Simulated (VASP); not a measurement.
# Sb (I4/mcm) in VASP: a series of runs, part 2 of 2

VASP 6.6.1.

### 3 Single point, PBE (strained)

File INCAR:

```
SYSTEM = Sb
ALGO = Normal ; EDIFF = 1E-7
ENCUT = 520 ; GGA = PE
ISIF = 2 ; ISMEAR = 0
LASPH = .TRUE. ; LCHARG = .FALSE.
LREAL = .FALSE. ; LWAVE = .FALSE.
NBANDS = 18 ; NELM = 80
PREC = Accurate ; SIGMA = 0.1
```

File KPOINTS:

```
k-points
0
G
  12 12 12
  0 0 0
```

File POSCAR:

```
Sb
1.0
   -4.1841182513      4.1841182513      2.0725590148
    4.1841182513     -4.1841182513      2.0725590148
    4.1841182513      4.1841182513     -2.0725590148
Sb
4
Direct
    0.3268044055      0.1731955945      0.5000000000
    0.8268044055      0.3268044055      0.1536088109
    0.6731955945      0.8268044055      0.5000000000
    0.1731955945      0.6731955945      0.8463911891
```

Potentials or basis: VASP PAW PBE potentials, release 64 (Sb).

The run is started by

```
$ cat potpaw_PBE.64/Sb/POTCAR > POTCAR
$ mpirun -np 1 vasp_std > vasp.out
```

OUTCAR:

```text
SYSTEM = Sb
   EDIFF = 1E-7
   ENCUT = 520
   GGA = PE
   ISIF = 2
   ISMEAR = 0
   LASPH = .TRUE.
   LREAL = .FALSE.
   NELM = 80
   PREC = Accurate

 ion  position               nearest neighbor table
   1  0.327  0.173  0.500-   3 2.76   3 2.76   4 3.56   2 3.56   2 3.56   4 3.56
   2  0.827  0.327  0.154-   4 2.76   4 2.76   3 3.56   1 3.56   1 3.56   3 3.56
   3  0.673  0.827  0.500-   1 2.76   1 2.76   4 3.56   2 3.56   4 3.56   2 3.56
   4  0.173  0.673  0.846-   2 2.76   2 2.76   1 3.56   3 3.56   1 3.56   3 3.56

[... 700 lines left out ...]

 [... further k-points ...]
[... 5 lines left out ...]
  --------------------------------------------------------------------------------------
  -------------------------------------------------------------------------------------
  Total        1.3899180      1.3899180      1.4213666      0.0000000     -0.0000000      0.0000000
  in kB       15.3435191     15.3435191     15.6906844      0.0000000     -0.0000000      0.0000000
  external PRESSURE =      15.4592409 kB  Pullay stress =       0.0000000 kB

 VOLUME and BASIS-vectors are now :
 -----------------------------------------------------------------------------
  energy-cutoff  :      520.00
  volume of cell :      145.14
      direct lattice vectors                 reciprocal lattice vectors
    -4.184118251  4.184118251  2.072559015     0.000000000  0.119499491  0.241247654
     4.184118251 -4.184118251  2.072559015     0.119499491  0.000000000  0.241247654
     4.184118251  4.184118251 -2.072559015     0.119499491  0.119499491  0.000000000

 POSITION                                       TOTAL-FORCE (eV/Angst)
 -----------------------------------------------------------------------------------
      1.44934      2.73478      0.00000        -0.836557      0.836557     -0.000000
     -1.44934      2.73478      2.07256         0.836557      0.836557     -0.000000
      2.73478      1.44934      2.07256         0.836557     -0.836557     -0.000000
      5.63346      1.44934     -0.00000        -0.836557     -0.836557      0.000000
 -----------------------------------------------------------------------------------
    total drift:                               -0.000000      0.000000      0.000000

  FREE ENERGIE OF THE ION-ELECTRON SYSTEM (eV)
  ---------------------------------------------------
  free  energy   TOTEN  =       -14.9752380581 eV

  energy  without entropy=      -14.9592036777  energy(sigma->0) =      -14.96722087
```

stdout:

```text
POSCAR found type information on POSCAR Sb
 POSCAR found :  1 types and       4 ions
 scaLAPACK will be used
 LDA part: xc-table for (Slater+PW92), standard interpolation
 POSCAR, INCAR and KPOINTS ok, starting setup
 FFT: planning ... GRIDC
 FFT: planning ... GRID_SOFT
 FFT: planning ... GRID
 WAVECAR not read
 entering main loop
```

Wall time 5.4 min (1 thread of Intel Xeon Platinum 8488C (Sapphire Rapids), shared host); peak memory 0.54 GiB.

What came out:

| Item | Value |
| --- | --- |
| Free energy | -14.9752 eV |
| Pressure | 1.5 GPa |
| Largest force | 1.183 eV/Å |
| Band gap on the k mesh | zero (band 10 reaches 5.31 eV, above the bottom of band 11 at 4.39 eV) |

Forces on the atoms (eV/Å):
```
Sb  -0.837  0.837  0.000
Sb   0.837  0.837  0.000
Sb   0.837 -0.837  0.000
Sb  -0.837 -0.837  0.000
```

Levels at points of the mesh, in eV from the Fermi level:
```tsv
k point	band 7	band 8	band 9	band 10	band 11	band 12	band 13	band 14
(0.00, 0.00, 0.00)	-1.80	-1.78	-1.78	-0.40	0.65	1.19	1.70	1.70
(0.50, 0.00, 0.00)	-2.01	-2.01	-1.12	-1.12	0.06	0.06	2.57	2.57
(0.50, 0.50, 0.00)	-2.05	-1.82	-1.64	0.16	0.24	2.60	2.68	3.10
(0.50, 0.50, 0.50)	-1.04	-0.86	-0.86	0.25	0.60	2.03	2.03	2.38
```

Caveat: the cell differs from its parent crystal (strained); spin-orbit coupling is left out, which moves the levels of the heavy elements; forces of over 1 eV/Å act on the atoms, so gaps and moduli don't describe the material at rest.

### 4 Single point, PBE (strained and its atoms moved)

File INCAR:

```
PREC = Accurate
ENCUT = 520
EDIFF = 1E-6
ISMEAR = 0
SIGMA = 0.1
LREAL = False
LASPH = True
NELM = 100
ALGO = Normal
ISIF = 2
LWAVE = False
LCHARG = False
GGA = PE
NBANDS = 18
```

File KPOINTS:

```
Automatic mesh
0
Gamma
  12 12 12
```

File POSCAR:

```
Sb
1.0
   -3.9601302597      3.9601302597      1.8688355621
    3.9601302597     -3.9601302597      1.8688355621
    3.9601302597      3.9601302597     -1.8688355621
Sb
4
Direct
    0.3513688441      0.1486311559      0.5000000000
    0.8513688441      0.3513688441      0.2027376883
    0.6486311559      0.8513688441      0.5000000000
    0.1486311559      0.6486311559      0.7972623117
```

The run is started by

```
$ cat potpaw_PBE.64/Sb/POTCAR > POTCAR
$ mpirun -np 1 vasp_std > vasp.out
```

Wall time 13 min (1 thread of AMD EPYC 7R43 (Zen 3), shared host); peak memory 0.43 GiB.

Results (log left out):

```yaml
Free_energy: -14.8479 eV
Pressure: 11.2 GPa
Largest_force: 0.561 eV/Å
Band_gap_on_the_k_mesh: zero (band 10 reaches 9.07 eV, above the bottom of band 11 at 6.72 eV)
```

Forces in eV/Å, atoms in the order of the input:
```
Sb   0.396 -0.396  0.000
Sb  -0.396 -0.396  0.000
Sb  -0.396  0.396  0.000
Sb   0.396  0.396  0.000
```

Stress tensor (GPa, compression positive):
```
 9.18  0.00  0.00
 0.00  9.18  0.00
 0.00  0.00 15.24
```

Levels at points of the mesh, in eV from the Fermi level:
| k point | band 6 | band 7 | band 8 | band 9 | band 10 | band 11 | band 12 | band 13 | band 14 | band 15 |
| --- | --- | --- | --- | --- | --- | --- | --- | --- | --- | --- |
| (0.00, 0.00, 0.00) | -2.46 | -1.08 | -1.03 | -1.03 | -0.59 | -0.59 | 0.16 | 2.82 | 2.82 | 2.89 |
| (0.50, 0.00, 0.00) | -5.87 | -2.80 | -2.80 | -1.47 | -1.47 | -0.89 | -0.89 | 2.53 | 2.53 | 4.54 |
| (0.50, 0.50, 0.00) | -3.07 | -2.39 | -2.19 | -0.62 | -0.17 | 0.85 | 1.92 | 2.33 | 3.52 | 3.58 |
| (0.50, 0.50, 0.50) | -2.84 | -2.17 | -2.17 | 0.09 | 1.42 | 1.70 | 2.28 | 2.28 | 2.39 | 2.61 |

Caveat: the cell differs from its parent crystal (strained and its atoms moved); spin-orbit coupling is left out, which moves the levels of the heavy elements.

### 5 Summary

| level | cell | gap on the mesh (eV) | pressure (GPa) | largest force (eV/Å) |
| --- | --- | --- | --- | --- |
| PBEsol | a = 6.102 Å, angles 96.4, 96.4, 140.9°, 4 atoms | none | -1.9 | 0.12 |
| PBE | a = 6.270 Å, angles 96.3, 96.3, 141.4°, 4 atoms | none | 1.5 | 1.18 |
| PBE | a = 5.904 Å, angles 95.8, 95.8, 143.1°, 4 atoms | none | 11.2 | 0.56 |

Alike in all rows: task single point; potentials or basis VASP PAW PBE potentials, release 64 (Sb); no spin polarisation; k mesh 12 × 12 × 12; cutoff (eV) 520; smearing gaussian 0.1 eV.

Caveats: spin-orbit coupling is left out, which moves the levels of the heavy elements; the PAW data sets were made with another functional, which shifts forces and pressure a little (some runs); forces of over 1 eV/Å act on the atoms, so gaps and moduli don't describe the material at rest (some runs).

Total energies depend on the potentials used, so only differences within one code and one set of settings carry meaning.
